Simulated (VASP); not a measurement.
# Sn2PbO3 (Pmmn) in VASP: notebook

Runs on Sn2PbO3. Level: PBE. Tasks: single point.

Everything below comes from runs of VASP 6.6.1. Logs are shortened: lines on timing, memory, paths and dates and some standing lists are left out, and cuts for length are marked.

### Step 1. The cell of the first run

It takes space group Pmmn (No. 59, orthorhombic). Conventional cell: a = 3.913 Å, b = 11.739 Å, c = 4.977 Å, α = 90.00°, β = 90.00°, γ = 90.00°. Sn (site symmetry m) has 4 O at 2.29 Å within 3.0 Å. Pb (site symmetry mm2) has 4 O at 2.29 Å within 3.0 Å. O (site symmetry m) has 3 Sn at 2.29 Å and 1 Pb at 2.29 Å and 4 O at 2.77 Å within 3.0 Å. Within 3.0 Å of O (site symmetry mm2) lie 2 Pb at 2.29 Å and 2 Sn at 2.29 Å and 4 O at 2.77 Å.

### Step 2. Single point, PBE

INCAR reads:

```
PREC     = Accurate       # precision mode
ENCUT    = 520            # plane-wave cutoff, eV
EDIFF    = 1E-6           # SCF threshold, eV
ISMEAR   = 0              # smearing method
SIGMA    = 0.1            # smearing width, eV
LREAL    = F              # projectors in reciprocal space
LASPH    = T              # aspherical terms in the spheres
NELM     = 60             # most SCF steps
ALGO     = Normal         # electronic algorithm
ISIF     = 2              # what is computed and relaxed
LWAVE    = F              # write WAVECAR
LCHARG   = F              # write CHGCAR
GGA      = PE             # functional
NBANDS   = 72             # bands
```

KPOINTS reads:

```
Automatic mesh
0
Gamma
  4 2 4
```

POSCAR reads:

```
Sn2PbO3
1.0
    3.9131173400      0.0000000000      0.0000000000
    0.0000000000     11.7393520200      0.0000000000
    0.0000000000      0.0000000000      4.9773369500
Sn Pb O
4 2 6
Direct
    0.0000000000      0.8333333300      0.2385000000
    0.0000000000      0.1666666700      0.2385000000
    0.5000000000      0.3333333300      0.7615000000
    0.5000000000      0.6666666700      0.7615000000
    0.0000000000      0.5000000000      0.2385000000
    0.5000000000      0.0000000000      0.7615000000
    0.0000000000      0.3333333300      0.0000000000
    0.0000000000      0.6666666700      0.0000000000
    0.0000000000      0.0000000000      0.0000000000
    0.5000000000      0.5000000000      0.0000000000
    0.5000000000      0.8333333300      0.0000000000
    0.5000000000      0.1666666700      0.0000000000
```

Potentials or basis: VASP PAW PBE potentials, release 64 (Sn_d, Pb_d, O).

Command:

```sh
cat potpaw_PBE.64/Sn_d/POTCAR potpaw_PBE.64/Pb_d/POTCAR potpaw_PBE.64/O/POTCAR > POTCAR
mpirun -np 1 vasp_std > vasp.out
```

OUTCAR:

```text
PREC = Accurate
   ENCUT = 520
   EDIFF = 1E-6
   ISMEAR = 0
   LREAL = F
   LASPH = T
   NELM = 60
   ISIF = 2
   GGA = PE

 ion  position               nearest neighbor table
   1  0.000  0.833  0.239-   8 2.29  11 2.29  11 2.29   9 2.29   4 3.65   4 3.65   6 3.65   6 3.65
                             6 3.80   6 3.80   5 3.91
   2  0.000  0.167  0.239-   7 2.29  12 2.29  12 2.29   9 2.29   3 3.65   3 3.65   6 3.65   6 3.65
                             6 3.80   6 3.80   5 3.91
   3  0.500  0.333  0.761-  12 2.29   7 2.29   7 2.29  10 2.29   2 3.65   2 3.65   5 3.65   5 3.65
                             5 3.80   5 3.80   6 3.91
   4  0.500  0.667  0.761-  11 2.29   8 2.29   8 2.29  10 2.29   1 3.65   1 3.65   5 3.65   5 3.65
                             5 3.80   5 3.80   6 3.91
   5  0.000  0.500  0.239-  10 2.29  10 2.29   7 2.29   8 2.29   3 3.65   3 3.65   4 3.65   4 3.65
                             4 3.80   4 3.80   3 3.80   3 3.80   1 3.91   2 3.91
   6  0.500  0.000  0.761-   9 2.29   9 2.29  12 2.29  11 2.29   1 3.65   1 3.65   2 3.65   2 3.65
                             2 3.80   1 3.80   1 3.80   2 3.80   3 3.91   4 3.91
   7  0.000  0.333  0.000-   2 2.29   3 2.29   3 2.29   5 2.29
   8  0.000  0.667  0.000-   1 2.29   4 2.29   4 2.29   5 2.29
   9  0.000  0.000  0.000-   6 2.29   6 2.29   1 2.29   2 2.29
  10  0.500  0.500  0.000-   5 2.29   5 2.29   3 2.29   4 2.29
  11  0.500  0.833  0.000-   4 2.29   1 2.29   1 2.29   6 2.29
  12  0.500  0.167  0.000-   3 2.29   2 2.29   2 2.29   6 2.29

  LATTYP: Found a simple orthorhombic cell.
 ALAT       =     3.9131173400
 B/A-ratio  =     1.2719621002
 C/A-ratio  =     3.0000000000

  Lattice vectors:

 A1 = (  -3.9131173400,   0.0000000000,   0.0000000000)
 A2 = (   0.0000000000,   0.0000000000,   4.9773369500)
 A3 = (   0.0000000000,  11.7393520200,   0.0000000000)

Analysis of symmetry for initial positions (statically):
=====================================================================
 Subroutine PRICEL returns:
 Original cell was already a primitive cell.

 Routine SETGRP: Setting up the symmetry group for a
 simple orthorhombic supercell.

 Subroutine GETGRP returns: Found  8 space group operations
 (whereof  4 operations were pure point group operations)
 out of a pool of  8 trial point group operations.

The static configuration has the point symmetry C_2v.
 The point group associated with its full space group is D_2h.

Analysis of symmetry for dynamics (positions and initial velocities):
=====================================================================
 Subroutine PRICEL returns:
 Original cell was already a primitive cell.

[... 136 lines left out ...]
   ISMEAR =     0;   SIGMA  =   0.10  broadening in eV -4-tet -1-fermi 0-gaus
   EFERMI_NEDOS =   21; number of points for ismear=-14 and -15
   IALGO  =     38    algorithm
   IMIX   =      4    mixing-type and parameters
     AMIX     =   0.40;   BMIX     =  1.00
     AMIX_MAG =   1.60;   BMIX_MAG =  1.00
  volume/ion in A,a.u.               =      19.05       128.58
  Fermi-wavevector in a.u.,A,eV,Ry     =   1.320527  2.495434 23.725719  1.743791
  Thomas-Fermi vector in A             =   2.450347
   LORBIT       =      0    0 simple, 1 ext, 2 COOP (PROOUT), +10 PAW based schemes
   GGA     = PE    functional components
   LHFCALC =     F    Hartree Fock is set to
   AEXX    =    0.0000 exact exchange contribution
   IVDW    =     0    specifies the selected vdW correction
   LEPSILON=     F    determine dielectric tensor
   LRPA    =     F    only Hartree local field effects (RPA)
 non-spin polarized calculation
 Gauss-broadening in eV      SIGMA  =   0.10
  energy-cutoff  :      520.00
  volume of cell :      228.65
 maximum number of plane-waves:      6188
 NGX is ok and might be reduce to    30
   NGX = 15   NGY = 43   NGZ = 19

 number of electron     119.9999968 magnetization

 Free energy of the ion-electron system (eV)
  ---------------------------------------------------
  ext. energy  EPLUGINS =         0.00000000
  ---------------------------------------------------
  free energy    TOTEN  =       -66.70134115 eV

  energy without entropy =      -66.70134049  energy(sigma->0) =      -66.70134082

 E-fermi :   6.1442     XC(G=0):  -9.9073

 val. band max:        5.8502927086   @ k =   0.0000   0.0000   0.0000
 cond. band min:       6.4486610268   @ k =   0.5000   0.5000   0.0000
 fundamental gap:      0.5983683182
 Fermi energy:         6.1442210319

 k-point     1 :       0.0000    0.0000    0.0000
  band No.  band energies     occupation
      1     -15.4991      2.00000
      2     -15.4787      2.00000
      3     -15.4211      2.00000
      4     -15.3362      2.00000
      5     -15.3245      2.00000
      6     -15.2794      2.00000
[... 1339 lines left out ...]
     71      10.6631      0.00000
     72      10.6638      0.00000

------------------------ aborting loop because EDIFF is reached ----------------------------------------

  FORCE on cell =-STRESS in cart. coord.  units (eV):
  Direction    XX          YY          ZZ          XY          YZ          ZX
  --------------------------------------------------------------------------------------
  -------------------------------------------------------------------------------------
  Total        1.2096531      1.1087142      0.5008644      0.0000000      0.0000000      0.0000000
  in kB        8.4763210      7.7690188      3.5096733      0.0000000      0.0000000      0.0000000
  external PRESSURE =       6.5850044 kB  Pullay stress =       0.0000000 kB

 VOLUME and BASIS-vectors are now :
 -----------------------------------------------------------------------------
  energy-cutoff  :      520.00
  volume of cell :      228.65
      direct lattice vectors                 reciprocal lattice vectors
     3.913117340  0.000000000  0.000000000     0.255550732  0.000000000  0.000000000
     0.000000000 11.739352020  0.000000000     0.000000000  0.085183577  0.000000000
     0.000000000  0.000000000  4.977336950     0.000000000  0.000000000  0.200910650

 POSITION                                       TOTAL-FORCE (eV/Angst)
 -----------------------------------------------------------------------------------
      0.00000      9.78279      1.18709         0.000000     -0.064108     -0.886363
      0.00000      1.95656      1.18709         0.000000      0.064108     -0.886363
      1.95656      3.91312      3.79024        -0.000000     -0.064108      0.886363
      1.95656      7.82623      3.79024        -0.000000      0.064108      0.886363
      0.00000      5.86968      1.18709        -0.000000      0.000000      1.117520
      1.95656      0.00000      3.79024        -0.000000      0.000000     -1.117520
      0.00000      3.91312      0.00000        -0.000000     -0.807631     -0.473982
      0.00000      7.82623      0.00000         0.000000      0.807631     -0.473982
      0.00000      0.00000      0.00000        -0.000000      0.000000      0.973451
      1.95656      5.86968      0.00000        -0.000000      0.000000     -0.973451
      1.95656      9.78279      0.00000        -0.000000     -0.807631      0.473982
      1.95656      1.95656      0.00000         0.000000      0.807631      0.473982
 -----------------------------------------------------------------------------------
    total drift:                                0.000000      0.000000      0.000000

  FREE ENERGIE OF THE ION-ELECTRON SYSTEM (eV)
  ---------------------------------------------------
  free  energy   TOTEN  =       -66.7013411479 eV

  energy  without entropy=      -66.7013404910  energy(sigma->0) =      -66.70134082
```

OSZICAR:

```text
N       E                     dE             d eps       ncg     rms          rms(c)
DAV:   1     0.178853142106E+04    0.17885E+04   -0.55096E+04  2784   0.236E+03
DAV:   2     0.340496888643E+03   -0.14480E+04   -0.13967E+04  2672   0.735E+02
DAV:   3    -0.339647643368E+02   -0.37446E+03   -0.35948E+03  2920   0.298E+02
DAV:   4    -0.772317416359E+02   -0.43267E+02   -0.42469E+02  3224   0.101E+02
DAV:   5    -0.789390146420E+02   -0.17073E+01   -0.17013E+01  3280   0.230E+01    0.204E+01
DAV:   6    -0.664953364880E+02    0.12444E+02   -0.62334E+01  4120   0.558E+01    0.837E+00
DAV:   7    -0.667903198431E+02   -0.29498E+00   -0.98796E+00  3176   0.131E+01    0.486E+00
DAV:   8    -0.667472787319E+02    0.43041E-01   -0.18692E+00  4192   0.660E+00    0.166E+00
DAV:   9    -0.666962920450E+02    0.50987E-01   -0.34334E-01  3912   0.394E+00    0.472E-01
DAV:  10    -0.667025758382E+02   -0.62838E-02   -0.50455E-02  3768   0.139E+00    0.361E-01
DAV:  11    -0.667014412716E+02    0.11346E-02   -0.77009E-03  3824   0.651E-01    0.146E-01
DAV:  12    -0.667013595912E+02    0.81680E-04   -0.41900E-03  3712   0.247E-01    0.676E-02
DAV:  13    -0.667013607564E+02   -0.11652E-05   -0.28395E-04  3456   0.123E-01    0.510E-02
DAV:  14    -0.667013498771E+02    0.10879E-04   -0.29699E-05  3736   0.347E-02    0.334E-02
DAV:  15    -0.667013416323E+02    0.82447E-05   -0.37670E-05  3352   0.336E-02    0.893E-03
DAV:  16    -0.667013411479E+02    0.48442E-06   -0.48029E-06  2800   0.133E-02
   1 F= -.66701341E+02 E0= -.66701341E+02  d E =-.656903E-06
```

Wall time 6.4 min (1 thread of Intel Xeon Platinum 8259CL at 2.50GHz (Skylake/Cascade Lake), shared host); peak memory 0.45 GiB.

What came out:

- Free energy: -66.7013 eV
- Pressure: 0.7 GPa
- Largest force: 1.118 eV/Å
- Band gap on the k mesh: 0.60 eV (least direct gap 2.18 eV)

Forces in eV/Å, atoms in the order of the input:
```
Sn   0.000 -0.064 -0.886
Sn   0.000  0.064 -0.886
Sn   0.000 -0.064  0.886
Sn   0.000  0.064  0.886
Pb   0.000  0.000  1.118
Pb   0.000  0.000 -1.118
O    0.000 -0.808 -0.474
O    0.000  0.808 -0.474
O    0.000  0.000  0.973
O    0.000  0.000 -0.973
O    0.000 -0.808  0.474
O    0.000  0.808  0.474
```

Stress tensor (GPa, compression positive):
```
0.85 0.00 0.00
0.00 0.78 0.00
0.00 0.00 0.35
```

Caveat: spin-orbit coupling is left out, which moves the levels of the heavy elements; forces of over 1 eV/Å act on the atoms, so gaps and moduli don't describe the material at rest. A k mesh can miss the band edges.

(Continued in part 2 of 2.)
